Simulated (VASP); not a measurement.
# Sn (I4_1/amd) in VASP: a series of runs

The runs below take Sn through single point, with PBE.

All numbers are computed with VASP 6.6.1; they aren't measurements. Logs are shortened: lines on timing, memory, paths and dates and some standing lists are left out, and cuts for length are marked.

### Step 1. The cell of the first run

The structure is tetragonal, space group I4_1/amd (No. 141). The conventional cell has a = 5.696 Å, b = 5.696 Å, c = 3.408 Å, α = 90.00°, β = 90.00°, γ = 90.00°. Within 3.9 Å of Sn (site symmetry -4m2) lie 10 Sn at 2.97 to 3.83 Å.

### Step 2. Single point, PBE

Input file INCAR:

```
SYSTEM = Sn
PREC = Accurate
ENCUT = 520
EDIFF = 1E-7
ISMEAR = 1
SIGMA = 0.2
LREAL = .False.
LASPH = .True.
NELM = 60
ALGO = Fast
ISIF = 2
LWAVE = .False.
LCHARG = .True.
GGA = PE
LELF = .True.
LVHAR = .True.
NBANDS = 21
```

Input file KPOINTS:

```
regular mesh
0
Gamma
  18 18 18
  0 0 0
```

Input file POSCAR:

```
Sn
1.0
   -2.8482002233      2.8482002233      1.7042197766
    2.8482002233     -2.8482002233      1.7042197766
    2.8482002233      2.8482002233     -1.7042197766
Sn
2
Direct
    0.7500000000      0.2500000000      0.5000000000
    0.0000000000      0.0000000000      0.0000000000
```

Potentials or basis: VASP PAW PBE potentials, release 64 (Sn_d).

Command:

```sh
$ cat potpaw_PBE.64/Sn_d/POTCAR > POTCAR
$ mpirun -np 1 vasp_std > vasp.out
```

OUTCAR:

```text
SYSTEM = Sn
   PREC = Accurate
   ENCUT = 520
   EDIFF = 1E-7
   ISMEAR = 1
   LREAL = .False.
   LASPH = .True.
   NELM = 60
   ISIF = 2
   GGA = PE

 ion  position               nearest neighbor table
   1  0.750  0.250  0.500-   2 2.97   2 2.97   2 2.97   2 2.97
   2  0.000  0.000  0.000-   1 2.97   1 2.97   1 2.97   1 2.97

  LATTYP: Found a body centered tetragonal cell.
 ALAT       =     5.6964004466
 C/A-ratio  =     0.5983497096

  Lattice vectors:

 A1 = (  -2.8482002233,   2.8482002233,   1.7042197766)
 A2 = (   2.8482002233,  -2.8482002233,   1.7042197766)
 A3 = (   2.8482002233,   2.8482002233,  -1.7042197766)

Analysis of symmetry for initial positions (statically):
=====================================================================
 Subroutine PRICEL returns:
 Original cell was already a primitive cell.

 Routine SETGRP: Setting up the symmetry group for a
 body centered tetragonal supercell.

 Subroutine GETGRP returns: Found 16 space group operations
 (whereof  8 operations were pure point group operations)
 out of a pool of 16 trial point group operations.

The static configuration has the point symmetry D_2d.
 The point group associated with its full space group is D_4h.

Analysis of symmetry for dynamics (positions and initial velocities):
=====================================================================
 Subroutine PRICEL returns:
 Original cell was already a primitive cell.

 Routine SETGRP: Setting up the symmetry group for a
 body centered tetragonal supercell.

 Subroutine GETGRP returns: Found 16 space group operations
 (whereof  8 operations were pure point group operations)
 out of a pool of 16 trial point group operations.

The dynamic configuration has the point symmetry D_2d.
 The point group associated with its full space group is D_4h.

 Subroutine INISYM returns: Found 16 space group operations
 (whereof  8 operations are pure point group operations),
 and found     1 'primitive' translations

----------------------------------------------------------------------------------------

                                     Primitive cell

  volume of cell :      55.3002

  direct lattice vectors                    reciprocal lattice vectors
    -2.848200223  2.848200223  1.704219777     0.000000000  0.175549456  0.293389390
     2.848200223 -2.848200223  1.704219777     0.175549456  0.000000000  0.293389390
[... 78 lines left out ...]
   ICHARG =      2    charge: 1-file 2-atom 10-const
   ISPIN  =      1    spin polarized calculation?
   LNONCOLLINEAR =      F non collinear calculations
   LSORBIT =      F    spin-orbit coupling
   LASPH  =      T    aspherical Exc in radial PAW
   ENCUT  =  520.0 eV  38.22 Ry    6.18 a.u.   8.13  8.13  8.13*2*pi/ulx,y,z
   NELM   =     60;   NELMIN=  2; NELMDL= -5     # of ELM steps
   EDIFF  = 0.1E-06   stopping-criterion for ELM
   LREAL  =      F    real-space projection
   EDIFFG = 0.1E-05   stopping-criterion for IOM
   NSW    =      0    number of steps for IOM
   IBRION =     -1    ionic relax: 0-MD 1-quasi-New 2-CG
   NFREE  =      0    steps in history (QN), initial steepest desc. (CG)
   ISIF   =      2    stress and relaxation
   ISYM   =      2    0-nonsym 1-usesym 2-fastsym
   POTIM  = 0.5000    time-step for ionic-motion
   TEBEG  =    0.0;   TEEND  =   0.0 temperature during run
   PSTRESS=    0.0 pullay stress
   NELECT =      28.0000    total number of electrons
   NUPDOWN=      -1.0000    fix difference up-down
   EMIN   =  10.00;   EMAX   =-10.00  energy-range for DOS
   EFERMI =   0.00;   METHOD = LEGACY
   ISMEAR =     1;   SIGMA  =   0.20  broadening in eV -4-tet -1-fermi 0-gaus
   EFERMI_NEDOS =   21; number of points for ismear=-14 and -15
   IALGO  =     68    algorithm
   IMIX   =      4    mixing-type and parameters
     AMIX     =   0.40;   BMIX     =  1.00
     AMIX_MAG =   1.60;   BMIX_MAG =  1.00
  volume/ion in A,a.u.               =      27.65       186.59
  Fermi-wavevector in a.u.,A,eV,Ry     =   1.304824  2.465760 23.164816  1.702566
  Thomas-Fermi vector in A             =   2.435734
   LORBIT       =      0    0 simple, 1 ext, 2 COOP (PROOUT), +10 PAW based schemes
   GGA     = PE    functional components
   LHFCALC =     F    Hartree Fock is set to
   AEXX    =    0.0000 exact exchange contribution
   IVDW    =     0    specifies the selected vdW correction
   LEPSILON=     F    determine dielectric tensor
   LRPA    =     F    only Hartree local field effects (RPA)
 non-spin polarized calculation
 RMM-DIIS sequential band-by-band and
 Methfessel and Paxton  Order N= 1 SIGMA  =   0.20
  energy-cutoff  :      520.00
  volume of cell :       55.30
 maximum number of plane-waves:      1524
 NGX is ok and might be reduce to    36

 number of electron      27.9999999 magnetization

 Free energy of the ion-electron system (eV)
  ---------------------------------------------------
  ext. energy  EPLUGINS =         0.00000000
  ---------------------------------------------------
  free energy    TOTEN  =        -7.54218933 eV

  energy without entropy =       -7.54209327  energy(sigma->0) =       -7.54215731

 E-fermi :   7.7438     XC(G=0): -10.2110

 val. band max:        7.7419392248   @ k =  -0.4444   0.1111   0.0556
 cond. band min:       7.7441708638   @ k =  -0.1667  -0.4444   0.0556
 fundamental gap:      0.0022316390
 Fermi energy:         7.7437802508

 k-point     1 :       0.0000    0.0000    0.0000
  band No.  band energies     occupation
      1     -13.9311      2.00000
      2     -13.7945      2.00000
      3     -13.7649      2.00000
      4     -13.7109      2.00000
      5     -13.6523      2.00000
      6     -13.6523      2.00000
[... 565 lines left out ...]
     20      15.6212      0.00000
     21      16.5563      0.00000

 [... further k-points ...]
[... 5 lines left out ...]
  --------------------------------------------------------------------------------------
  -------------------------------------------------------------------------------------
  Total        1.2887414      1.2887414     -0.4228242      0.0000000      0.0000000      0.0000000
  in kB       37.3378876     37.3378876    -12.2502178      0.0000000      0.0000000      0.0000000
  external PRESSURE =      20.8085191 kB  Pullay stress =       0.0000000 kB

 VOLUME and BASIS-vectors are now :
 -----------------------------------------------------------------------------
  energy-cutoff  :      520.00
  volume of cell :       55.30
      direct lattice vectors                 reciprocal lattice vectors
    -2.848200223  2.848200223  1.704219777     0.000000000  0.175549456  0.293389390
     2.848200223 -2.848200223  1.704219777     0.175549456  0.000000000  0.293389390
     2.848200223  2.848200223 -1.704219777     0.175549456  0.175549456  0.000000000

 POSITION                                       TOTAL-FORCE (eV/Angst)
 -----------------------------------------------------------------------------------
      0.00000      2.84820      0.85211        -0.000000      0.000000     -0.000000
      0.00000      0.00000      0.00000         0.000000     -0.000000      0.000000
 -----------------------------------------------------------------------------------
    total drift:                               -0.000000      0.000000     -0.000000

  FREE ENERGIE OF THE ION-ELECTRON SYSTEM (eV)
  ---------------------------------------------------
  free  energy   TOTEN  =        -7.5421893305 eV

  energy  without entropy=       -7.5420932703  energy(sigma->0) =       -7.54215731
```

OSZICAR:

```text
N       E                     dE             d eps       ncg     rms          rms(c)
DAV:   1     0.223945901353E+03    0.22395E+03   -0.14424E+04 20494   0.207E+03
DAV:   2     0.159667415979E+02   -0.20798E+03   -0.20370E+03 20300   0.457E+02
DAV:   3    -0.681589864011E+01   -0.22783E+02   -0.22591E+02 23429   0.136E+02
DAV:   4    -0.753875043787E+01   -0.72285E+00   -0.72241E+00 23012   0.268E+01
DAV:   5    -0.756790920232E+01   -0.29159E-01   -0.29158E-01 28641   0.507E+00    0.242E+00
RMM:   6    -0.754792505980E+01    0.19984E-01   -0.27824E-02 24877   0.203E+00    0.141E+00
RMM:   7    -0.754194053562E+01    0.59845E-02   -0.24248E-02 24813   0.177E+00    0.146E-01
RMM:   8    -0.754203115218E+01   -0.90617E-04   -0.40219E-03 27209   0.696E-01    0.541E-02
RMM:   9    -0.754217423228E+01   -0.14308E-03   -0.13531E-03 32083   0.299E-01    0.318E-02
RMM:  10    -0.754218592485E+01   -0.11693E-04   -0.10901E-04 27549   0.113E-01    0.872E-03
RMM:  11    -0.754218882684E+01   -0.29020E-05   -0.56178E-05 30627   0.686E-02    0.573E-03
RMM:  12    -0.754218947898E+01   -0.65213E-06   -0.11853E-05 32414   0.272E-02    0.661E-04
RMM:  13    -0.754218936125E+01    0.11772E-06   -0.97993E-07 25093   0.765E-03    0.363E-04
RMM:  14    -0.754218933054E+01    0.30715E-07   -0.13876E-07 14107   0.413E-03
   1 F= -.75421893E+01 E0= -.75421573E+01  d E =-.960602E-04
```

It took 10 min on 1 thread of Intel Xeon Platinum 8124M at 3.00GHz (Skylake/Cascade Lake), shared host; peak memory 0.54 GiB.

Results:

```yaml
Free_energy: -7.5422 eV
Pressure: 2.1 GPa
Band_gap_on_the_k_mesh: zero (bands 14 and 15 overlap by 4.84 eV)
```

Stress tensor (GPa, compression positive):
```
 3.73  0.00  0.00
 0.00  3.73  0.00
 0.00  0.00 -1.23
```

Caveat: spin-orbit coupling is left out, which moves the levels of the heavy elements.

### Step 3. Single point, PBE

This run uses another cell than the first one, of the same volume but with other edges.

Input file INCAR:

```
ALGO = Fast
EDIFF = 1E-7
ENCUT = 520
GGA = PE
ISIF = 2
ISMEAR = 1
LASPH = True
LCHARG = False
LREAL = False
LWAVE = False
NBANDS = 21
NELM = 60
PREC = Accurate
SIGMA = 0.2
```

Input file KPOINTS:

```
k-points
0
Gamma
  18 18 18
```

Input file POSCAR:

```
Sn
1.0
   -2.9804213574      2.9804213574      1.5563644397
    2.9804213574     -2.9804213574      1.5563644397
    2.9804213574      2.9804213574     -1.5563644397
Sn
2
Direct
    0.7500000000      0.2500000000      0.5000000000
    0.0000000000      0.0000000000      0.0000000000
```

Potentials or basis: VASP PAW PBE potentials, release 64 (Sn_d).

Command:

```sh
$ cat potpaw_PBE.64/Sn_d/POTCAR > POTCAR
$ mpirun -np 1 vasp_std > vasp.out
```

Run time: 10 min. Hardware: 1 thread of Intel Xeon Platinum 8124M at 3.00GHz (Skylake/Cascade Lake), shared host; peak memory 0.55 GiB.

Results (log left out):

| Quantity | Value |
| --- | --- |
| Free energy | -7.5933 eV |
| Pressure | 1.4 GPa |
| Band gap on the k mesh | zero (bands 14 and 15 overlap by 3.99 eV) |

Stress tensor (GPa, compression positive):
```
0.68 0.00 0.00
0.00 0.68 0.00
0.00 0.00 2.76
```

Levels at points of the mesh, in eV from the Fermi level:
| k point | band 11 | band 12 | band 13 | band 14 | band 15 | band 16 | band 17 | band 18 |
| --- | --- | --- | --- | --- | --- | --- | --- | --- |
| (0.00, 0.00, 0.00) | -11.01 | -4.11 | -2.08 | -2.08 | 2.86 | 5.77 | 5.77 | 7.36 |
| (0.50, 0.00, 0.00) | -6.60 | -5.19 | -2.38 | -1.81 | -0.92 | 2.34 | 2.77 | 4.51 |
| (0.50, 0.50, 0.00) | -8.88 | -8.88 | 0.39 | 0.39 | 1.22 | 1.22 | 6.63 | 6.63 |
| (0.50, 0.50, 0.50) | -7.69 | -7.69 | -4.73 | -4.73 | 5.77 | 5.77 | 8.64 | 8.64 |

Caveat: spin-orbit coupling is left out, which moves the levels of the heavy elements.

### Step 4. Single point, PBE

Input file INCAR:

```
SYSTEM = Sn
PREC     = Accurate       ! precision mode
ENCUT    = 520            ! plane-wave cutoff, eV
EDIFF    = 1E-6           ! SCF threshold, eV
ISMEAR   = 1              ! smearing method
SIGMA    = 0.2            ! smearing width, eV
LREAL    = .False.        ! projectors in reciprocal space
LASPH    = .True.         ! aspherical terms in the spheres
NELM     = 60             ! most SCF steps
ALGO     = Fast           ! electronic algorithm
ISIF     = 2              ! what is computed and relaxed
LWAVE    = .False.        ! write WAVECAR
LCHARG   = .False.        ! write CHGCAR
GGA      = PE             ! functional
NBANDS   = 21             ! bands
```

Input file KPOINTS:

```
Automatic mesh
0
Gamma
  18 18 18
  0 0 0
```

Input file POSCAR:

```
Sn
1.0
   -2.8927105411      2.8927105411      1.6521773982
    2.8927105411     -2.8927105411      1.6521773982
    2.8927105411      2.8927105411     -1.6521773982
Sn
2
Direct
    0.7500000000      0.2500000000      0.5000000000
    0.0000000000      0.0000000000      0.0000000000
```

Potentials or basis: VASP PAW PBE potentials, release 64 (Sn_d).

Command:

```sh
$ cat potpaw_PBE.64/Sn_d/POTCAR > POTCAR
$ mpirun -np 1 vasp_std > vasp.out
```

OUTCAR:

```text
SYSTEM = Sn
   PREC = Accurate
   ENCUT = 520
   EDIFF = 1E-6
   ISMEAR = 1
   LREAL = .False.
   LASPH = .True.
   NELM = 60
   ISIF = 2
   GGA = PE

 ion  position               nearest neighbor table
   1  0.750  0.250  0.500-   2 3.01   2 3.01   2 3.01   2 3.01
   2  0.000  0.000  0.000-   1 3.01   1 3.01   1 3.01   1 3.01

  LATTYP: Found a body centered tetragonal cell.
 ALAT       =     5.7854210822
 C/A-ratio  =     0.5711519956

  Lattice vectors:

[... 768 lines left out ...]

  FORCE on cell =-STRESS in cart. coord.  units (eV):
  Direction    XX          YY          ZZ          XY          YZ          ZX
  --------------------------------------------------------------------------------------
  -------------------------------------------------------------------------------------
  Total        0.8841957      0.8841957     -0.1627261      0.0000000      0.0000000      0.0000000
  in kB       25.6172405     25.6172405     -4.7145590      0.0000000      0.0000000      0.0000000
  external PRESSURE =      15.5066406 kB  Pullay stress =       0.0000000 kB

 VOLUME and BASIS-vectors are now :
 -----------------------------------------------------------------------------
  energy-cutoff  :      520.00
  volume of cell :       55.30
      direct lattice vectors                 reciprocal lattice vectors
    -2.892710541  2.892710541  1.652177398     0.000000000  0.172848266  0.302630941
     2.892710541 -2.892710541  1.652177398     0.172848266  0.000000000  0.302630941
     2.892710541  2.892710541 -1.652177398     0.172848266  0.172848266  0.000000000

 POSITION                                       TOTAL-FORCE (eV/Angst)
 -----------------------------------------------------------------------------------
     -0.00000      2.89271      0.82609         0.000000      0.000000      0.000000
      0.00000      0.00000      0.00000        -0.000000     -0.000000     -0.000000
 -----------------------------------------------------------------------------------
    total drift:                               -0.000000      0.000000     -0.000000

  FREE ENERGIE OF THE ION-ELECTRON SYSTEM (eV)
  ---------------------------------------------------
  free  energy   TOTEN  =        -7.5854821460 eV

  energy  without entropy=       -7.5853540617  energy(sigma->0) =       -7.58543945
```

It took 8.9 min on 1 thread of Intel Xeon Platinum 8124M at 3.00GHz (Skylake/Cascade Lake), shared host; peak memory 0.54 GiB.

What came out:

- Free energy: -7.5855 eV
- Pressure: 1.6 GPa
- Band gap on the k mesh: zero (bands 14 and 15 overlap by 4.60 eV)

Caveat: spin-orbit coupling is left out, which moves the levels of the heavy elements.

### Step 5. The runs side by side

| cell | further INCAR settings | gap on the mesh (eV) | pressure (GPa) |
| --- | --- | --- | --- |
| a = 4.374 Å, angles 98.7, 98.7, 134.1°, 2 atoms | ALGO = Fast; EDIFF = 1e-07; NBANDS = 21 | none | 2.1 |
| a = 4.493 Å, angles 96.9, 96.9, 139.5°, 2 atoms | ALGO = Fast; EDIFF = 1e-07; NBANDS = 21 | none | 1.4 |
| a = 4.412 Å, angles 98.1, 98.1, 136.0°, 2 atoms | ALGO = Fast; EDIFF = 1e-06; NBANDS = 21 | none | 1.6 |

Alike in all rows: task single point; level PBE; potentials or basis VASP PAW PBE potentials, release 64 (Sn_d); no spin polarisation; k mesh 18 × 18 × 18; cutoff (eV) 520; smearing methfessel-paxton 0.2 eV.

Caveats: spin-orbit coupling is left out, which moves the levels of the heavy elements.

Total energies depend on the potentials used, so only differences within one code and one set of settings carry meaning.
